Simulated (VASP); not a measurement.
# S8 in VASP: single point with PBE

Aim: the single point of S8 with PBE.

Program: VASP 6.6.1. These are calculated values, not measurements. Logs are shortened: lines on timing, memory, paths and dates and some standing lists are left out, and cuts for length are marked.

## 1. The cell of the first run

The cell holds a cluster in a box, 8 atoms: a = 16.829 Å, b = 16.829 Å, c = 20.447 Å, α = 90.00°, β = 90.00°, γ = 90.00°.

## 2. Single point, PBE

File INCAR:

```
PREC     = Accurate       # precision mode
ENCUT    = 520            # plane-wave cutoff, eV
EDIFF    = 1E-6           # SCF threshold, eV
ISMEAR   = 0              # smearing method
SIGMA    = 0.1            # smearing width, eV
LREAL    = F              # projectors in reciprocal space
LASPH    = T              # aspherical terms in the spheres
NELM     = 60             # most SCF steps
ALGO     = Normal         # electronic algorithm
ISIF     = 2              # what is computed and relaxed
LWAVE    = F              # write WAVECAR
LCHARG   = F              # write CHGCAR
GGA      = PE             # functional
NBANDS   = 34             # bands
```

File KPOINTS:

```
Automatic mesh
0
Gamma
  1 1 1
```

File POSCAR:

```
S
1.0
   16.8291635000      0.0000000000      0.0000000000
    0.0000000000     16.8291635000      0.0000000000
    0.0000000000      0.0000000000     20.4474322100
S
8
Direct
    0.3598691600      0.5000000000      0.4163701100
    0.4009238100      0.4009238100      0.4636298900
    0.4009238100      0.5990761900      0.4636298900
    0.5000000000      0.3598691600      0.4163701100
    0.5000000000      0.6401308400      0.4163701100
    0.5990761900      0.4009238100      0.4636298900
    0.5990761900      0.5990761900      0.4636298900
    0.6401308400      0.5000000000      0.4163701100
```

Potentials or basis: VASP PAW PBE potentials, release 64 (S).

Launch:

```sh
> cat potpaw_PBE.64/S/POTCAR > POTCAR
> mpirun -np 1 vasp_gam > vasp.out
```

OUTCAR:

```text
PREC = Accurate
   ENCUT = 520
   EDIFF = 1E-6
   ISMEAR = 0
   LREAL = F
   LASPH = T
   NELM = 60
   ISIF = 2
   GGA = PE

 ion  position               nearest neighbor table
   1  0.360  0.500  0.416-   2 2.05   3 2.05
   2  0.401  0.401  0.464-   1 2.05   4 2.05
   3  0.401  0.599  0.464-   1 2.05   5 2.05
   4  0.500  0.360  0.416-   2 2.05   6 2.05
   5  0.500  0.640  0.416-   3 2.05   7 2.05
   6  0.599  0.401  0.464-   4 2.05   8 2.05
   7  0.599  0.599  0.464-   5 2.05   8 2.05
   8  0.640  0.500  0.416-   6 2.05   7 2.05

  LATTYP: Found a simple tetragonal cell.
 ALAT       =    16.8291635000
 C/A-ratio  =     1.2149999143

  Lattice vectors:

 A1 = (  16.8291635000,   0.0000000000,   0.0000000000)
 A2 = (   0.0000000000,  16.8291635000,   0.0000000000)
 A3 = (   0.0000000000,   0.0000000000,  20.4474322100)

Analysis of symmetry for initial positions (statically):
=====================================================================
 Subroutine PRICEL returns:
 Original cell was already a primitive cell.

 Routine SETGRP: Setting up the symmetry group for a
 simple tetragonal supercell.

 Subroutine GETGRP returns: Found  8 space group operations
 (whereof  8 operations were pure point group operations)
 out of a pool of 16 trial point group operations.

The static configuration has the point symmetry C_4v.

Analysis of symmetry for dynamics (positions and initial velocities):
=====================================================================
 Subroutine PRICEL returns:
 Original cell was already a primitive cell.

 Routine SETGRP: Setting up the symmetry group for a
 simple tetragonal supercell.

 Subroutine GETGRP returns: Found  8 space group operations
 (whereof  8 operations were pure point group operations)
 out of a pool of 16 trial point group operations.

The dynamic configuration has the point symmetry C_4v.

 Subroutine INISYM returns: Found  8 space group operations
 (whereof  8 operations are pure point group operations),
 and found     1 'primitive' translations

----------------------------------------------------------------------------------------

[... 74 lines left out ...]
   ISPIN  =      1    spin polarized calculation?
   LNONCOLLINEAR =      F non collinear calculations
   LSORBIT =      F    spin-orbit coupling
   LASPH  =      T    aspherical Exc in radial PAW
   ENCUT  =  520.0 eV  38.22 Ry    6.18 a.u.  31.29 31.29 38.02*2*pi/ulx,y,z
   NELM   =     60;   NELMIN=  2; NELMDL= -5     # of ELM steps
   EDIFF  = 0.1E-05   stopping-criterion for ELM
   LREAL  =      F    real-space projection
[... 7 lines left out ...]
   TEBEG  =    0.0;   TEEND  =   0.0 temperature during run
   PSTRESS=    0.0 pullay stress
   NELECT =      48.0000    total number of electrons
   NUPDOWN=      -1.0000    fix difference up-down
   EMIN   =  10.00;   EMAX   =-10.00  energy-range for DOS
   EFERMI =   0.00;   METHOD = LEGACY
   ISMEAR =     0;   SIGMA  =   0.10  broadening in eV -4-tet -1-fermi 0-gaus
   EFERMI_NEDOS =   21; number of points for ismear=-14 and -15
   IALGO  =     38    algorithm
   IMIX   =      4    mixing-type and parameters
     AMIX     =   0.40;   BMIX     =  1.00
     AMIX_MAG =   1.60;   BMIX_MAG =  1.00
  volume/ion in A,a.u.               =     723.89      4885.07
  Fermi-wavevector in a.u.,A,eV,Ry     =   0.331310  0.626084  1.493457  0.109766
  Thomas-Fermi vector in A             =   1.227357
   LORBIT       =      0    0 simple, 1 ext, 2 COOP (PROOUT), +10 PAW based schemes
   GGA     = PE    functional components
   LHFCALC =     F    Hartree Fock is set to
   AEXX    =    0.0000 exact exchange contribution
   IVDW    =     0    specifies the selected vdW correction
   LEPSILON=     F    determine dielectric tensor
   LRPA    =     F    only Hartree local field effects (RPA)
 non-spin polarized calculation
 Gauss-broadening in eV      SIGMA  =   0.10
  energy-cutoff  :      520.00
  volume of cell :     5791.14
 maximum number of plane-waves:     77953
 NGX is ok and might be reduce to   126
   NGX = 63   NGY = 63   NGZ = 77

 number of electron      48.0000003 magnetization

 Free energy of the ion-electron system (eV)
  ---------------------------------------------------
  ext. energy  EPLUGINS =         0.00000000
  ---------------------------------------------------
  free energy    TOTEN  =       -32.98277780 eV

  energy without entropy =      -32.98277780  energy(sigma->0) =      -32.98277780

 E-fermi :  -5.7375     XC(G=0):  -0.5112

 val. band max:       -6.2126341087   @ k =   0.0000   0.0000   0.0000
 cond. band min:      -2.7662584563   @ k =   0.0000   0.0000   0.0000
 fundamental gap:      3.4463756524
 Fermi energy:        -5.7375409169

 k-point     1 :       0.0000    0.0000    0.0000
  band No.  band energies     occupation
      1     -21.7850      2.00000
      2     -20.9690      2.00000
      3     -20.9690      2.00000
      4     -18.8226      2.00000
      5     -18.8220      2.00000
      6     -15.9010      2.00000
[... 26 lines left out ...]
     33      -0.2330      0.00000
     34       0.2749      0.00000

------------------------ aborting loop because EDIFF is reached ----------------------------------------

  FORCE on cell =-STRESS in cart. coord.  units (eV):
  Direction    XX          YY          ZZ          XY          YZ          ZX
  --------------------------------------------------------------------------------------
  -------------------------------------------------------------------------------------
  Total        1.7287738      1.7287738      0.6448862      0.0000000      0.0000000      0.0000000
  in kB        0.4782830      0.4782830      0.1784144      0.0000000      0.0000000      0.0000000
  external PRESSURE =       0.3783268 kB  Pullay stress =       0.0000000 kB

 VOLUME and BASIS-vectors are now :
 -----------------------------------------------------------------------------
  energy-cutoff  :      520.00
  volume of cell :     5791.14
      direct lattice vectors                 reciprocal lattice vectors
    16.829163500  0.000000000  0.000000000     0.059420660  0.000000000  0.000000000
     0.000000000 16.829163500  0.000000000     0.000000000  0.059420660  0.000000000
     0.000000000  0.000000000 20.447432210     0.000000000  0.000000000  0.048905896

 POSITION                                       TOTAL-FORCE (eV/Angst)
 -----------------------------------------------------------------------------------
      6.05630      8.41458      8.51370        -0.189532     -0.000000     -0.183335
      6.74721      6.74721      9.48004        -0.135235     -0.135235      0.183335
      6.74721     10.08195      9.48004        -0.135235      0.135235      0.183335
      8.41458      6.05630      8.51370         0.000000     -0.189532     -0.183335
      8.41458     10.77287      8.51370         0.000000      0.189532     -0.183335
     10.08195      6.74721      9.48004         0.135235     -0.135235      0.183335
     10.08195     10.08195      9.48004         0.135235      0.135235      0.183335
     10.77287      8.41458      8.51370         0.189532     -0.000000     -0.183335
 -----------------------------------------------------------------------------------
    total drift:                                0.000000     -0.000000      0.001481

  FREE ENERGIE OF THE ION-ELECTRON SYSTEM (eV)
  ---------------------------------------------------
  free  energy   TOTEN  =       -32.9827778041 eV

  energy  without entropy=      -32.9827778041  energy(sigma->0) =      -32.98277780
```

stdout:

```text
POSCAR found type information on POSCAR S
 POSCAR found :  1 types and       8 ions
 scaLAPACK will be used
 LDA part: xc-table for (Slater+PW92), standard interpolation
 POSCAR, INCAR and KPOINTS ok, starting setup
 FFT: planning ... GRIDC
 FFT: planning ... GRID_SOFT
 FFT: planning ... GRID
 WAVECAR not read
 entering main loop
```

Run time: 5.8 min. Hardware: 1 thread of AMD EPYC 9R45 (Zen 5), shared host; peak memory 3.2 GiB.

What came out:

| Quantity | Value |
| --- | --- |
| Free energy | -32.9828 eV |
| Largest force | 0.265 eV/Å |

Forces on the atoms (eV/Å):
```
S   -0.190  0.000 -0.183
S   -0.135 -0.135  0.183
S   -0.135  0.135  0.183
S    0.000 -0.190 -0.183
S    0.000  0.190 -0.183
S    0.135 -0.135  0.183
S    0.135  0.135  0.183
S    0.190  0.000 -0.183
```

Levels at points of the mesh, in eV from the Fermi level:
| k point | band 20 | band 21 | band 22 | band 23 | band 24 | band 25 | band 26 | band 27 | band 28 | band 29 |
| --- | --- | --- | --- | --- | --- | --- | --- | --- | --- | --- |
| (0.00, 0.00, 0.00) | -0.84 | -0.84 | -0.57 | -0.57 | -0.48 | 2.97 | 2.97 | 3.30 | 4.14 | 4.14 |
